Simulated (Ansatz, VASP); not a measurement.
# One calculation of Ge, two programs

Contents of INCAR:

```
SYSTEM = Ge
PREC = Accurate
ENCUT = 520
EDIFF = 1E-6
ISMEAR = 0
SIGMA = 0.15
LREAL = .FALSE.
LASPH = .TRUE.
NELM = 60
ALGO = Normal
ISIF = 2
LWAVE = .FALSE.
LCHARG = .FALSE.
GGA = PS
NBANDS = 21
```

File KPOINTS:

```
Automatic mesh
0
G
  20 20 20
  0 0 0
```

The input POSCAR:

```
Ge
1.0
   -2.5333364700      2.6906259450      1.3938385900
    2.5333364700     -2.6906259450      1.3938385900
    2.5333364700      2.6906259450     -1.3938385900
Ge
2
Direct
    0.1859430000      0.9359430000      0.2500000000
    0.8140570000      0.0640570000      0.7500000000
```

Input for Ansatz:

```yaml
crystal:
  lattice:
    - [-2.53333647, 2.690625945, 1.39383859]
    - [2.53333647, -2.690625945, 1.39383859]
    - [2.53333647, 2.690625945, -1.39383859]
  atoms:
    - { symbol: Ge, position: [0.185943, 0.935943, 0.25] }
    - { symbol: Ge, position: [0.814057, 0.064057, 0.75] }
basis:
  ecutwfc: 420
kpoints:
  mp_grid: { grid: [20, 20, 20] }
hamiltonian:
  xc: pbesol
scf:
  occupations: { method: gaussian, width: 0.15 }
output:
  forces: true
  stress: true
  eigenvalues: true
```

Change from the starting cell: strain +0.015 along x and y, -0.030 along z, atoms carried along.

Alike in both runs: task single point; functional PBEsol; k mesh 20 × 20 × 20; occupations gaussian, width 0.15 eV; no spin polarisation.

|  | VASP | Ansatz |
| --- | --- | --- |
| version | VASP 6.6.1 | Ansatz 0.2.0 |
| potentials or method | VASP PAW PBE potentials, release 64 (Ge_d), cutoff 520 eV | scalar-relativistic, plane waves, PAW |
| valence electrons in the cell | 28 | 28 |

```csv
,VASP,Ansatz,Ansatz less VASP
gap on the k mesh at the Fermi level (eV),none,none,-
pressure (GPa),-2.5,-2.4,+0.06
"traceless stress, the component that is largest in VASP (GPa)",-2.44,-2.41,+0.025
rms of the force components (eV/Å),0.026,0.026,-0.0005
```

VASP's potentials were made for PBE, not for PBEsol. Atom by atom the forces differ by 0.000 eV/Å (rms over components). A gap of «none» marks a metal or a gap that the smearing closes.
